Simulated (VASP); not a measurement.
# CoSi (P2_13) in VASP: a series of runs

The runs below take CoSi through single point, relaxation of cell and atoms, with PBE+D3(BJ).

Everything below comes from runs of VASP 6.6.1. Logs are shortened: lines on timing, memory, paths and dates and some standing lists are left out, and cuts for length are marked.

**1. The cell of the first run**

Symmetry: P2_13, No. 198, cubic system. The conventional cell has a = 4.381 Å, b = 4.381 Å, c = 4.381 Å, α = 90.00°, β = 90.00°, γ = 90.00°. Within 3.0 Å of Co (site symmetry 3) lie 7 Si at 2.30 to 2.40 Å and 6 Co at 2.70 Å. Si (site symmetry 3) has 7 Co at 2.30 to 2.40 Å and 6 Si at 2.71 Å within 3.0 Å.

**2. Single point, PBE+D3(BJ)**

The input, INCAR:

```
  ALGO = Normal
  EDIFF = 1E-6
  ENCUT = 520
  GGA = PE
  ISIF = 2
  ISMEAR = 0
  IVDW = 12
  LASPH = True
  LCHARG = True
  LELF = True
  LREAL = False
  LVHAR = True
  LWAVE = False
  NBANDS = 36
  NELM = 60
  PREC = Accurate
  SIGMA = 0.1
```

The input, KPOINTS:

```
k-points
0
Gamma
  8 8 8
```

The input, POSCAR:

```
CoSi
1.0
    4.3812163813      0.0000000000      0.0000000000
    0.0000000000      4.3812163813      0.0000000000
    0.0000000000      0.0000000000      4.3812163813
Co Si
4 4
Direct
    0.1460998388      0.1460998388      0.1460998388
    0.3539001612      0.8539001612      0.6460998388
    0.6460998388      0.3539001612      0.8539001612
    0.8539001612      0.6460998388      0.3539001612
    0.8436334749      0.8436334749      0.8436334749
    0.6563665251      0.1563665251      0.3436334749
    0.3436334749      0.6563665251      0.1563665251
    0.1563665251      0.3436334749      0.6563665251
```

Potentials or basis: VASP PAW PBE potentials, release 64 (Co, Si).

Run with:

```sh
$ cat potpaw_PBE.64/Co/POTCAR potpaw_PBE.64/Si/POTCAR > POTCAR
$ mpirun -np 1 vasp_std > vasp.out
```

OUTCAR:

```text
EDIFF = 1E-6
   ENCUT = 520
   GGA = PE
   ISIF = 2
   ISMEAR = 0
   IVDW = 12
   LASPH = True
   LREAL = False
   NELM = 60
   PREC = Accurate
 IVDW          = 12

 ion  position               nearest neighbor table
   1  0.146  0.146  0.146-   5 2.30   6 2.31   7 2.31   8 2.31   7 2.40   8 2.40   6 2.40   3 2.70
                             4 2.70   2 2.70   2 2.70   4 2.70   3 2.70
   2  0.354  0.854  0.646-   6 2.30   5 2.31   7 2.31   8 2.31   7 2.40   8 2.40   5 2.40   1 2.70
                             1 2.70   3 2.70   3 2.70   4 2.70   4 2.70
   3  0.646  0.354  0.854-   7 2.30   6 2.31   5 2.31   8 2.31   8 2.40   6 2.40   5 2.40   1 2.70
                             4 2.70   2 2.70   2 2.70   4 2.70   1 2.70
   4  0.854  0.646  0.354-   8 2.30   6 2.31   7 2.31   5 2.31   6 2.40   5 2.40   7 2.40   1 2.70
                             3 2.70   2 2.70   1 2.70   2 2.70   3 2.70
   5  0.844  0.844  0.844-   1 2.30   2 2.31   3 2.31   4 2.31   3 2.40   4 2.40   2 2.40   6 2.71
                             7 2.71   8 2.71   6 2.71   8 2.71   7 2.71
   6  0.656  0.156  0.344-   2 2.30   1 2.31   3 2.31   4 2.31   3 2.40   4 2.40   1 2.40   8 2.71
                             5 2.71   5 2.71   7 2.71   7 2.71   8 2.71
   7  0.344  0.656  0.156-   3 2.30   2 2.31   1 2.31   4 2.31   4 2.40   2 2.40   1 2.40   8 2.71
                             5 2.71   8 2.71   6 2.71   6 2.71   5 2.71
   8  0.156  0.344  0.656-   4 2.30   2 2.31   3 2.31   1 2.31   2 2.40   1 2.40   3 2.40   7 2.71
                             5 2.71   7 2.71   5 2.71   6 2.71   6 2.71

  LATTYP: Found a simple cubic cell.
 ALAT       =     4.3812163813

  Lattice vectors:

 A1 = (   4.3812163813,   0.0000000000,   0.0000000000)
 A2 = (   0.0000000000,   4.3812163813,   0.0000000000)
 A3 = (   0.0000000000,   0.0000000000,   4.3812163813)

Analysis of symmetry for initial positions (statically):
=====================================================================
 Subroutine PRICEL returns:
 Original cell was already a primitive cell.

 Routine SETGRP: Setting up the symmetry group for a
 simple cubic supercell.

 Subroutine GETGRP returns: Found 12 space group operations
 (whereof  3 operations were pure point group operations)
 out of a pool of 48 trial point group operations.

The static configuration has the point symmetry C_3 .
 The point group associated with its full space group is T   .

Analysis of symmetry for dynamics (positions and initial velocities):
=====================================================================
 Subroutine PRICEL returns:
 Original cell was already a primitive cell.

 Routine SETGRP: Setting up the symmetry group for a
 simple cubic supercell.

 Subroutine GETGRP returns: Found 12 space group operations
 (whereof  3 operations were pure point group operations)
 out of a pool of 48 trial point group operations.

[... 127 lines left out ...]
   EFERMI =   0.00;   METHOD = LEGACY
   ISMEAR =     0;   SIGMA  =   0.10  broadening in eV -4-tet -1-fermi 0-gaus
   EFERMI_NEDOS =   21; number of points for ismear=-14 and -15
   IALGO  =     38    algorithm
   IMIX   =      4    mixing-type and parameters
     AMIX     =   0.40;   BMIX     =  1.00
     AMIX_MAG =   1.60;   BMIX_MAG =  1.00
  volume/ion in A,a.u.               =      10.51        70.94
  Fermi-wavevector in a.u.,A,eV,Ry     =   1.394701  2.635604 26.465945  1.945192
  Thomas-Fermi vector in A             =   2.518225
   LORBIT       =      0    0 simple, 1 ext, 2 COOP (PROOUT), +10 PAW based schemes
   GGA     = PE    functional components
   LHFCALC =     F    Hartree Fock is set to
   AEXX    =    0.0000 exact exchange contribution
   IVDW    =    12    specifies the selected vdW correction
   LEPSILON=     F    determine dielectric tensor
   LRPA    =     F    only Hartree local field effects (RPA)
 non-spin polarized calculation
 Gauss-broadening in eV      SIGMA  =   0.10
  energy-cutoff  :      520.00
  volume of cell :       84.10
 maximum number of plane-waves:      2301
 NGX is ok and might be reduce to    36
   NGX = 17   NGY = 17   NGZ = 17

 number of electron      51.9999986 magnetization

 Free energy of the ion-electron system (eV)
  ---------------------------------------------------
  ext. energy  EPLUGINS =         0.00000000
  ---------------------------------------------------
  free energy    TOTEN  =       -54.68369838 eV

  energy without entropy =      -54.67739534  energy(sigma->0) =      -54.68054686

 E-fermi :  12.6460     XC(G=0): -13.0392

 val. band max:       12.6307599767   @ k =   0.5000   0.5000   0.3750
 cond. band min:      12.7748518366   @ k =   0.3750   0.3750   0.3750
 fundamental gap:      0.1440918598
 Fermi energy:        12.6460130169

 k-point     1 :       0.0000    0.0000    0.0000
  band No.  band energies     occupation
      1      -1.3247      2.00000
      2       4.2898      2.00000
      3       4.2898      2.00000
      4       4.2898      2.00000
      5       6.9943      2.00000
      6       6.9943      2.00000
[... 925 lines left out ...]
     35      17.5984      0.00000
     36      18.4806      0.00000

 [... further k-points ...]

------------------------ aborting loop because EDIFF is reached ----------------------------------------

 Edisp (eV)   -4.07557

 E8    (eV) :    -1.7280

  FORCE on cell =-STRESS in cart. coord.  units (eV):
  Direction    XX          YY          ZZ          XY          YZ          ZX
  --------------------------------------------------------------------------------------
  -------------------------------------------------------------------------------------
  Total      -0.05874    -0.05874    -0.05874     0.00000     0.00000     0.00000
  in kB      -1.11917    -1.11917    -1.11917     0.00000     0.00000     0.00000
  external pressure =       -1.12 kB  Pullay stress =        0.00 kB

 VOLUME and BASIS-vectors are now :
 -----------------------------------------------------------------------------
  energy-cutoff  :      520.00
  volume of cell :       84.10
      direct lattice vectors                 reciprocal lattice vectors
     4.381216381  0.000000000  0.000000000     0.228247115  0.000000000  0.000000000
     0.000000000  4.381216381  0.000000000     0.000000000  0.228247115  0.000000000
     0.000000000  0.000000000  4.381216381     0.000000000  0.000000000  0.228247115

 POSITION                                       TOTAL-FORCE (eV/Angst)
 -----------------------------------------------------------------------------------
      0.64010      0.64010      0.64010         0.001148      0.001148      0.001148
      1.55051      3.74112      2.83070        -0.001148     -0.001148      0.001148
      2.83070      1.55051      3.74112         0.001148     -0.001148     -0.001148
      3.74112      2.83070      1.55051        -0.001148      0.001148     -0.001148
      3.69614      3.69614      3.69614         0.000928      0.000928      0.000928
      2.87568      0.68508      1.50553        -0.000928     -0.000928      0.000928
      1.50553      2.87568      0.68508         0.000928     -0.000928     -0.000928
      0.68508      1.50553      2.87568        -0.000928      0.000928     -0.000928
 -----------------------------------------------------------------------------------
    total drift:                                0.000000      0.000000      0.000000

  FREE ENERGIE OF THE ION-ELECTRON SYSTEM (eV)
  ---------------------------------------------------
  free  energy   TOTEN  =       -58.7592720912 eV

  energy  without entropy=      -58.7529690557  energy(sigma->0) =      -58.75612057
```

It took 65 s on 1 thread of Intel Xeon Platinum 8559C (Emerald Rapids), shared host; peak memory 0.27 GiB.

What came out:

```yaml
Free_energy: -58.7593 eV
Pressure: -0.1 GPa
Band_gap_on_the_k_mesh: zero (bands 26 and 27 overlap by 0.22 eV)
Dispersion_energy_per_atom: -0.509 eV
```

Caveat: the run has no spin polarisation, though such a crystal can be magnetic. Spin polarisation is off, so any magnetic state and its effect on volume and gap are missing.

**3. Relaxation of cell and atoms, PBE+D3(BJ)**

This run uses another cell than the first one, of 10.87 Å³/atom.

The input, INCAR:

```
SYSTEM = CoSi
  PREC = Accurate
  ENCUT = 600
  EDIFF = 1E-6
  ISMEAR = 0
  SIGMA = 0.1
  LREAL = .False.
  LASPH = .True.
  NELM = 80
  ALGO = Normal
  ISIF = 3
  LWAVE = .False.
  LCHARG = .False.
  GGA = PE
  IVDW = 12
  IBRION = 2
  NSW = 70
  EDIFFG = -0.005
```

The input, KPOINTS:

```
Automatic mesh
0
Gamma
  8 8 8
  0 0 0
```

The input, POSCAR:

```
CoSi
1.0
    4.4308490772      0.0000000000      0.0000000000
    0.0000000000      4.4308490772      0.0000000000
    0.0000000000      0.0000000000      4.4308490772
Co Si
4 4
Direct
    0.1450189122      0.1450189122      0.1450189122
    0.3549810878      0.8549810878      0.6450189122
    0.6450189122      0.3549810878      0.8549810878
    0.8549810878      0.6450189122      0.3549810878
    0.8431597104      0.8431597104      0.8431597104
    0.6568402896      0.1568402896      0.3431597104
    0.3431597104      0.6568402896      0.1568402896
    0.1568402896      0.3431597104      0.6568402896
```

Potentials or basis: VASP PAW PBE potentials, release 64 (Co, Si).

Run with:

```sh
$ cat potpaw_PBE.64/Co/POTCAR potpaw_PBE.64/Si/POTCAR > POTCAR
$ mpirun -np 1 vasp_std > vasp.out
```

OUTCAR:

```text
SYSTEM = CoSi
   PREC = Accurate
   ENCUT = 600
   EDIFF = 1E-6
   ISMEAR = 0
   LREAL = .False.
   LASPH = .True.
   NELM = 80
   ISIF = 3
   GGA = PE
   IVDW = 12
   IBRION = 2
   NSW = 70
   EDIFFG = -0.005
 IVDW          = 12

 ion  position               nearest neighbor table
   1  0.145  0.145  0.145-   5 2.32   6 2.34   7 2.34   8 2.34   7 2.43   8 2.43   6 2.43   2 2.72
                             2 2.72   4 2.72   3 2.72   4 2.72   3 2.72
   2  0.355  0.855  0.645-   6 2.32   5 2.34   7 2.34   8 2.34   7 2.43   8 2.43   5 2.43   1 2.72
                             1 2.72   3 2.72   4 2.72   4 2.72   3 2.72
   3  0.645  0.355  0.855-   7 2.32   6 2.34   5 2.34   8 2.34   8 2.43   6 2.43   5 2.43   4 2.72
                             4 2.72   1 2.72   2 2.72   2 2.72   1 2.72
   4  0.855  0.645  0.355-   8 2.32   6 2.34   7 2.34   5 2.34   6 2.43   5 2.43   7 2.43   3 2.72
                             3 2.72   1 2.72   1 2.72   2 2.72   2 2.72
   5  0.843  0.843  0.843-   1 2.32   2 2.34   3 2.34   4 2.34   3 2.43   4 2.43   2 2.43   6 2.74
                             7 2.74   8 2.74   6 2.74   8 2.74   7 2.74
   6  0.657  0.157  0.343-   2 2.32   1 2.34   3 2.34   4 2.34   3 2.43   4 2.43   1 2.43   8 2.74
                             5 2.74   5 2.74   7 2.74   7 2.74   8 2.74
[... 527 lines left out ...]
 Free energy of the ion-electron system (eV)
  ---------------------------------------------------
  ext. energy  EPLUGINS =         0.00000000
  ---------------------------------------------------
  free energy    TOTEN  =       -54.68284737 eV

  energy without entropy =      -54.67655121  energy(sigma->0) =      -54.67969929

 E-fermi :  12.6504     XC(G=0): -13.0407

 val. band max:       12.6353272136   @ k =   0.5000   0.5000   0.3750
 cond. band min:      12.7794609641   @ k =   0.3750   0.3750   0.3750
 fundamental gap:      0.1441337505
 Fermi energy:        12.6504492104

 k-point     1 :       0.0000    0.0000    0.0000
  band No.  band energies     occupation
      1      -1.3226      2.00000
      2       4.2930      2.00000
      3       4.2930      2.00000
      4       4.2930      2.00000
      5       6.9979      2.00000
      6       6.9979      2.00000
[... 805 lines left out ...]
     30      14.7291      0.00000
     31      15.6151      0.00000

 [... further k-points ...]

------------------------ aborting loop because EDIFF is reached ----------------------------------------

 Edisp (eV)   -4.07690

 E8    (eV) :    -1.7286
[... 31 lines left out ...]
  FREE ENERGIE OF THE ION-ELECTRON SYSTEM (eV)
  ---------------------------------------------------
  free  energy   TOTEN  =       -58.7597452653 eV

  energy  without entropy=      -58.7534491068  energy(sigma->0) =      -58.75659719

 reached required accuracy - stopping structural energy minimisation
```

OSZICAR:

```text
N       E                     dE             d eps       ncg     rms          rms(c)
DAV:   1     0.376160106782E+03    0.37616E+03   -0.24793E+04  2790   0.215E+03
DAV:   2    -0.256551407412E+02   -0.40182E+03   -0.39225E+03  2790   0.430E+02
DAV:   3    -0.588126730267E+02   -0.33158E+02   -0.32122E+02  3209   0.146E+02
[... 69 lines left out ...]
DAV:   1    -0.546832562099E+02   -0.40673E-02   -0.17286E-02  3221   0.121E+00    0.182E-01
DAV:   2    -0.546834725437E+02   -0.21633E-03   -0.95847E-03  4061   0.122E+00    0.178E-01
DAV:   3    -0.546828671216E+02    0.60542E-03   -0.39690E-03  3944   0.786E-01    0.407E-02
DAV:   4    -0.546828474540E+02    0.19668E-04   -0.11000E-04  3586   0.964E-02    0.857E-03
DAV:   5    -0.546828473682E+02    0.85785E-07   -0.34236E-06  2604   0.151E-02
   8 F= -.58759745E+02 E0= -.58756597E+02  d E =-.563943E-04
```

It took 5 min on 1 thread of Intel Xeon Platinum 8559C (Emerald Rapids), shared host; peak memory 0.29 GiB.

What came out:

```
Free energy                           : -58.7597 eV
Relaxed volume                        : 10.51 Å³/atom
Relaxed cell                          : a = 4.381 Å, b = 4.381 Å, c = 4.381 Å, α = 90.00°, β = 90.00°, γ = 90.00°
Space group after relaxing (to 0.1 Å) : P2_13 (No. 198)
Energy gained by relaxing             : 9.2 meV/atom
Ionic steps                           : 8
Pressure after relaxing               : -0.1 GPa
Largest force after relaxing          : 0.005 eV/Å
Band gap on the k mesh                : zero (bands 26 and 27 overlap by 0.22 eV)
Dispersion energy per atom            : -0.510 eV
```

Forces on the atoms (eV/Å):
```
Co   0.002  0.002  0.002
Co  -0.002 -0.002  0.002
Co   0.002 -0.002 -0.002
Co  -0.002  0.002 -0.002
Si  -0.003 -0.003 -0.003
Si   0.003  0.003 -0.003
Si  -0.003  0.003  0.003
Si   0.003 -0.003  0.003
```

Step by step:
```
step  energy change (eV)  largest force (eV/Å)  pressure (GPa)  volume (Å³)
   1              0.0000                0.0048           -7.67        86.99
   2              0.0490                0.1862           11.47        80.60
   3             -0.0716                0.0755           -0.07        84.12
   4             -0.0716                0.0771            0.08        84.07
   5             -0.0727                0.0490            0.13        84.04
   6             -0.0731                0.0283            0.16        83.99
   7             -0.0732                0.0165            0.08        84.00
   8             -0.0732                0.0048           -0.06        84.07
```

Final structure:
```yaml
crystal:
  lattice:
    - [4.38076, 0.00000, 0.00000]
    - [0.00000, 4.38076, 0.00000]
    - [0.00000, 0.00000, 4.38076]
  atoms:
    - { symbol: Co, position: [0.14611, 0.14611, 0.14611] }
    - { symbol: Co, position: [0.35389, 0.85389, 0.64611] }
    - { symbol: Co, position: [0.64611, 0.35389, 0.85389] }
    - { symbol: Co, position: [0.85389, 0.64611, 0.35389] }
    - { symbol: Si, position: [0.84369, 0.84369, 0.84369] }
    - { symbol: Si, position: [0.65631, 0.15631, 0.34369] }
    - { symbol: Si, position: [0.34369, 0.65631, 0.15631] }
    - { symbol: Si, position: [0.15631, 0.34369, 0.65631] }
```

Levels at points of the mesh, in eV from the Fermi level:
```csv
k point,band 22,band 23,band 24,band 25,band 26,band 27,band 28,band 29,band 30,band 31
"(0.00, 0.00, 0.00)",-0.97,-0.83,-0.83,-0.02,-0.02,-0.02,2.64,2.64,2.64,2.99
"(0.50, 0.00, 0.00)",-1.10,-0.69,-0.69,-0.52,-0.52,1.03,1.03,1.59,1.59,4.39
"(0.50, 0.50, 0.00)",-1.56,-1.06,-1.06,-0.05,-0.05,0.61,0.61,2.12,2.12,2.61
"(0.50, 0.50, 0.50)",-1.30,-1.30,-1.30,-0.24,-0.24,-0.24,-0.24,5.63,5.63,5.63
```

Caveat: the run has no spin polarisation, though such a crystal can be magnetic.
